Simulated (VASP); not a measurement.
MgS (l): single point with LDA

Crystal: MgS (l).

```
Mg S
1.0
     0.00000    2.83312    2.83312
     2.83312    0.00000    2.83312
     2.83312    2.83312    0.00000
Mg S
1 1
Direct
  0.00000 0.00000 0.00000
  0.25000 0.25000 0.25000
```

- Program: VASP 6.6.1
- Task: single point
- Functional: LDA
- Potentials or basis: VASP PAW LDA potentials, release 64 (Mg, S)
- Cutoff: 600 eV
- k mesh: 6 × 6 × 6
- Occupations: gaussian, width 0.1 eV
- Spin: no spin polarisation
- Dipole correction: no
- Further INCAR settings: ALGO = Normal; EDIFF = 1e-06; NBANDS = 11

The pressure is -2.5 GPa and the band gap on the k mesh is 3.18 eV, direct.

Levels at points of the mesh, in eV from the valence-band top:
| k point | band 2 | band 3 | band 4 | band 5 | band 6 | band 7 |
| --- | --- | --- | --- | --- | --- | --- |
| (0.00, 0.00, 0.00) | 0.00 | 0.00 | 0.00 | 3.18 | 7.76 | 7.76 |
| (0.50, 0.00, 0.00) | -3.20 | -0.33 | -0.33 | 4.86 | 7.46 | 7.46 |
| (0.50, 0.50, 0.00) | -2.88 | -1.06 | -1.06 | 3.66 | 5.43 | 10.86 |

Wall time 8.1 s on 1 thread of Intel Xeon 8259CL, with other jobs on the host, peak memory 0.15 GiB.

A k mesh can miss the band edges. Expect the measured gap to be larger: semilocal functionals such as LDA lack the derivative discontinuity.
